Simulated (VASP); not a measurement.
The system is Ca5SnN.

```
CELL_PARAMETERS angstrom
4.46182 0.00000 0.00000
0.00000 4.46182 0.00000
0.00000 0.00000 7.10635
ATOMIC_POSITIONS crystal
Ca 0.00000 0.50000 0.30352
Ca 0.00000 0.50000 0.69648
Ca 0.50000 0.00000 0.30352
Ca 0.50000 0.00000 0.69648
Ca 0.50000 0.50000 0.00000
Sn 0.00000 0.00000 0.50000
N 0.00000 0.00000 0.00000
```

The cell was generated, and may not be a known phase.

```yaml
Program: VASP 6.6.1
Task: relaxation of cell and atoms
Functional: PBE
Potentials_or_basis: VASP PAW PBE potentials, release 64 (Ca_sv, Sn_d, N)
Cutoff: 600 eV
k_mesh: 4 × 4 × 3
Occupations: gaussian, width 0.2 eV
Spin: no spin polarisation
```

At the start: pressure 29.6 GPa; volume 20.21 Å³/atom.

Question: How do energy, volume and symmetry change on relaxing?

Answer: Over 8 steps the energy falls by 942.6 meV/atom and the volume is 30.20 Å³/atom (+49.4 %); space group P4/mmm (No. 123, to 0.1 Å) before and after.

The path:
| step | energy change (eV) | largest force (eV/Å) | pressure (GPa) | volume (Å³) |
| --- | --- | --- | --- | --- |
| 1 | 0.0000 | 3.4764 | 29.58 | 141.47 |
| 2 | -6.3252 | 0.1393 | -1.66 | 232.26 |
| 3 | -6.3687 | 0.2994 | -0.35 | 220.91 |
| 4 | -6.3693 | 0.2706 | -0.59 | 222.74 |
| 5 | -6.4826 | 0.1833 | -0.56 | 220.42 |
| 6 | -6.5927 | 0.0438 | -0.40 | 215.27 |
| 7 | -6.5943 | 0.0348 | -0.37 | 214.59 |
| 8 | -6.5984 | 0.0485 | 0.04 | 211.42 |

Final structure:
```cif
data_structure
_symmetry_space_group_name_H-M 'P 1'
_symmetry_Int_Tables_number 1
_cell_length_a 4.8497
_cell_length_b 4.8497
_cell_length_c 8.9889
_cell_angle_alpha 90.000
_cell_angle_beta 90.000
_cell_angle_gamma 90.000
_cell_volume 211.42
loop_
_atom_site_label
_atom_site_type_symbol
_atom_site_fract_x
_atom_site_fract_y
_atom_site_fract_z
_atom_site_occupancy
Ca1 Ca 0.00000 0.50000 0.27575 1
Ca2 Ca 0.00000 0.50000 0.72425 1
Ca3 Ca 0.50000 0.00000 0.27575 1
Ca4 Ca 0.50000 0.00000 0.72425 1
Ca5 Ca 0.50000 0.50000 0.00000 1
Sn1 Sn 0.00000 0.00000 0.50000 1
N1 N 0.00000 0.00000 0.00000 1
```

Caveat: the volume moved by over 15 % at a fixed basis, so the end points are rough; the relaxation stopped at a loose force limit of 0.08 eV/Å, so its end isn't a converged minimum.
